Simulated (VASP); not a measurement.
# TiAl3 (P6_3/mmc) in VASP: a series of runs, part 2 of 2

VASP 6.6.1.

### Step 3. Single point, PBE

This run uses another cell than the first one, of 18.68 Å³/atom.

The input, INCAR:

```
SYSTEM = TiAl3
ALGO = Normal
EDIFF = 1E-7
ENCUT = 520
GGA = PE
ISIF = 2
ISMEAR = 0
LASPH = .TRUE.
LCHARG = .FALSE.
LREAL = .FALSE.
LWAVE = .FALSE.
NBANDS = 31
NELM = 60
PREC = Accurate
SIGMA = 0.1
```

The input, KPOINTS:

```
k-points
0
G
  3 3 4
  0 0 0
```

The input, POSCAR:

```
TiAl3
1.0
    6.0479940900      0.0000000000      0.0000000000
   -3.0239970400      5.2377165200      0.0000000000
    0.0000000000      0.0000000000      4.7182219700
Ti Al
2 6
Direct
    0.6666666700      0.3333333300      0.2500000000
    0.3333333300      0.6666666700      0.7500000000
    0.1774635600      0.3549271200      0.2500000000
    0.1774635600      0.8225364400      0.2500000000
    0.6450728800      0.8225364400      0.2500000000
    0.3549271200      0.1774635600      0.7500000000
    0.8225364400      0.1774635600      0.7500000000
    0.8225364400      0.6450728800      0.7500000000
```

Potentials or basis: VASP PAW PBE potentials, release 64 (Ti_sv, Al).

Command:

```bash
$ cat potpaw_PBE.64/Ti_sv/POTCAR potpaw_PBE.64/Al/POTCAR > POTCAR
$ mpirun -np 1 vasp_std > vasp.out
```

OUTCAR:

```text
SYSTEM = TiAl3
   EDIFF = 1E-7
   ENCUT = 520
   GGA = PE
   ISIF = 2
   ISMEAR = 0
   LASPH = .TRUE.
   LREAL = .FALSE.
   NELM = 60
   PREC = Accurate

 ion  position               nearest neighbor table
   1  0.667  0.333  0.250-   7 2.87   7 2.87   8 2.87   8 2.87   6 2.87   6 2.87   5 3.03   3 3.03
                             4 3.03   4 3.03   5 3.03   3 3.03
   2  0.333  0.667  0.750-   4 2.87   4 2.87   3 2.87   3 2.87   5 2.87   5 2.87   6 3.03   8 3.03
                             7 3.03   7 3.03   6 3.03   8 3.03
   3  0.177  0.355  0.250-   4 2.83   5 2.83   2 2.87   2 2.87   6 3.00   6 3.00   7 3.00   7 3.00
                             1 3.03   1 3.03   4 3.22   5 3.22
   4  0.177  0.823  0.250-   3 2.83   5 2.83   2 2.87   2 2.87   6 3.00   6 3.00   8 3.00   8 3.00
                             1 3.03   1 3.03   3 3.22   5 3.22
   5  0.645  0.823  0.250-   3 2.83   4 2.83   2 2.87   2 2.87   7 3.00   7 3.00   8 3.00   8 3.00
                             1 3.03   1 3.03   3 3.22   4 3.22
   6  0.355  0.177  0.750-   8 2.83   7 2.83   1 2.87   1 2.87   4 3.00   4 3.00   3 3.00   3 3.00
                             2 3.03   2 3.03   8 3.22   7 3.22
   7  0.823  0.177  0.750-   8 2.83   6 2.83   1 2.87   1 2.87   5 3.00   5 3.00   3 3.00   3 3.00
                             2 3.03   2 3.03   8 3.22   6 3.22
   8  0.823  0.645  0.750-   7 2.83   6 2.83   1 2.87   1 2.87   5 3.00   5 3.00   4 3.00   4 3.00
[... 199 lines left out ...]
      6     -26.4670      2.00000
[... 295 lines left out ...]
     30       9.1686      0.00000
     31      11.3197      0.00000

------------------------ aborting loop because EDIFF is reached ----------------------------------------

  FORCE on cell =-STRESS in cart. coord.  units (eV):
  Direction    XX          YY          ZZ          XY          YZ          ZX
  --------------------------------------------------------------------------------------
  -------------------------------------------------------------------------------------
  Total      -11.6447780    -11.6447779     -6.4341833     -0.0000000     -0.0000000      0.0000000
  in kB     -124.8274441   -124.8274440    -68.9719173     -0.0000001     -0.0000000      0.0000000
  external PRESSURE =    -106.2089351 kB  Pullay stress =       0.0000000 kB

 VOLUME and BASIS-vectors are now :
 -----------------------------------------------------------------------------
  energy-cutoff  :      520.00
  volume of cell :      149.46
      direct lattice vectors                 reciprocal lattice vectors
     6.047994090  0.000000000  0.000000000     0.165344077  0.095461447  0.000000000
    -3.023997040  5.237716520  0.000000000     0.000000000  0.190922895  0.000000000
     0.000000000  0.000000000  4.718221970     0.000000000  0.000000000  0.211944246

 POSITION                                       TOTAL-FORCE (eV/Angst)
 -----------------------------------------------------------------------------------
      3.02400      1.74591      1.17956        -0.000000      0.000000      0.000000
     -0.00000      3.49181      3.53867        -0.000000      0.000000      0.000000
      0.00000      1.85901      1.17956        -0.000000     -0.707022     -0.000000
     -1.41405      4.30821      1.17956        -0.612299      0.353511      0.000000
      1.41405      4.30821      1.17956         0.612299      0.353511     -0.000000
      1.60995      0.92950      3.53867        -0.612299     -0.353511      0.000000
      4.43805      0.92950      3.53867         0.612299     -0.353511     -0.000000
      3.02400      3.37871      3.53867         0.000000      0.707022      0.000000
 -----------------------------------------------------------------------------------
    total drift:                               -0.000014      0.000008      0.000000

  FREE ENERGIE OF THE ION-ELECTRON SYSTEM (eV)
  ---------------------------------------------------
  free  energy   TOTEN  =       -39.4189420411 eV

  energy  without entropy=      -39.3833694146  energy(sigma->0) =      -39.40115573
```

stdout:

```text
POSCAR found type information on POSCAR TiAl
 POSCAR found :  2 types and       8 ions
 scaLAPACK will be used
 LDA part: xc-table for (Slater+PW92), standard interpolation
 POSCAR, INCAR and KPOINTS ok, starting setup
 FFT: planning ... GRIDC
 FFT: planning ... GRID_SOFT
 FFT: planning ... GRID
 WAVECAR not read
 entering main loop
```

Run time: 36 s. Hardware: 1 thread of AMD EPYC 9R45 (Zen 5), shared host; peak memory 0.24 GiB.

Results:

```yaml
Free_energy: -39.4189 eV
Pressure: -10.6 GPa
Largest_force: 0.707 eV/Å
Band_gap_on_the_k_mesh: zero (bands 21 and 22 overlap by 0.99 eV)
```

Forces in eV/Å, atoms in the order of the input:
```
Ti   0.000  0.000  0.000
Ti   0.000  0.000  0.000
Al   0.000 -0.707  0.000
Al  -0.612  0.354  0.000
Al   0.612  0.354  0.000
Al  -0.612 -0.354  0.000
Al   0.612 -0.354  0.000
Al   0.000  0.707  0.000
```

Levels at points of the mesh, in eV from the Fermi level:
| k point | band 17 | band 18 | band 19 | band 20 | band 21 | band 22 | band 23 | band 24 | band 25 | band 26 |
| --- | --- | --- | --- | --- | --- | --- | --- | --- | --- | --- |
| (0.00, 0.00, 0.00) | -1.53 | -1.02 | -1.02 | -0.51 | -0.51 | 0.12 | 0.12 | 0.34 | 1.03 | 1.03 |
| (0.00, 0.00, 0.50) | -2.63 | -2.63 | -2.63 | -2.63 | -0.84 | -0.84 | 0.87 | 0.87 | 0.87 | 0.87 |

Caveat: the k points lie up to 0.40 Å⁻¹ apart, too coarse for converged energies and pressures of a metal.

### Step 4. Single point, PBE

This run uses another cell than the first one, of 15.88 Å³/atom.

Edit INCAR of step 3 so:

```diff
@@ -12,3 +12,3 @@
 NBANDS = 31
-NELM = 60
+NELM = 100
 PREC = Accurate
```

The input, KPOINTS:

```
k-points
0
G
  6 6 4
  0 0 0
```

The input, POSCAR:

```
TiAl3
1.0
    5.5658609705      0.0000000000      0.0000000000
   -2.7829304853      4.8201769944      0.0000000000
    0.0000000000      0.0000000000      4.7363393979
Ti Al
2 6
Direct
    0.6666666667      0.3333333333      0.2500000000
    0.3333333333      0.6666666667      0.7500000000
    0.1667148539      0.3334297079      0.2500000000
    0.1667148539      0.8332851461      0.2500000000
    0.6665702921      0.8332851461      0.2500000000
    0.3334297079      0.1667148539      0.7500000000
    0.8332851461      0.1667148539      0.7500000000
    0.8332851461      0.6665702921      0.7500000000
```

Command:

```bash
$ cat potpaw_PBE.64/Ti_sv/POTCAR potpaw_PBE.64/Al/POTCAR > POTCAR
$ mpirun -np 1 vasp_std > vasp.out
```

Wall time 58 s (1 thread of AMD EPYC 9R45 (Zen 5), shared host); peak memory 0.23 GiB.

The run converged. Its results:

| Quantity | Value |
| --- | --- |
| Free energy | -40.7144 eV |
| Pressure | 0.0 GPa |
| Largest force | 0.022 eV/Å |
| Band gap on the k mesh | zero (bands 21 and 22 overlap by 1.18 eV) |

Forces on the atoms (eV/Å):
```
Ti   0.000  0.000  0.000
Ti   0.000  0.000  0.000
Al   0.000 -0.022  0.000
Al  -0.019  0.011  0.000
Al   0.019  0.011  0.000
Al  -0.019 -0.011  0.000
Al   0.019 -0.011  0.000
Al   0.000  0.022  0.000
```

Stress tensor (GPa, compression positive):
```
-0.05  0.00  0.00
 0.00 -0.05  0.00
 0.00  0.00  0.06
```

Levels at points of the mesh, in eV from the Fermi level:
```
           k point  band 19  band 20  band 21  band 22  band 23  band 24
(0.00, 0.00, 0.00)    -1.23    -0.70    -0.70    -0.29    -0.29     0.45
(0.50, 0.00, 0.00)    -2.05    -1.26     0.17     0.68     0.69     0.86
(0.00, 0.00, 0.50)    -2.84    -2.84    -0.86    -0.86     1.06     1.06
(0.50, 0.00, 0.50)    -0.25    -0.25     0.11     0.11     0.85     0.85
```

### Step 5. The runs side by side

| cell | k mesh | gap on the mesh (eV) | pressure (GPa) | largest force (eV/Å) |
| --- | --- | --- | --- | --- |
| a = 5.596, b = 5.596, c = 4.672 Å, angles 90.0, 90.0, 120.0°, 8 atoms, atomic positions A | 3 × 3 × 4 | none | -0.1 | 0.01 |
| a = 6.048, b = 6.048, c = 4.718 Å, angles 90.0, 90.0, 120.0°, 8 atoms, atomic positions B | 3 × 3 × 4 | none | -10.6 | 0.71 |
| a = 5.566, b = 5.566, c = 4.736 Å, angles 90.0, 90.0, 120.0°, 8 atoms, atomic positions A | 6 × 6 × 4 | none | 0.0 | 0.02 |

Alike in all rows: task single point; level PBE; potentials or basis VASP PAW PBE potentials, release 64 (Ti_sv, Al); no spin polarisation; cutoff (eV) 520; smearing gaussian 0.1 eV.

Caveats: some runs use coarse meshes.

Absolute energies hang on the potentials; compare differences alone.
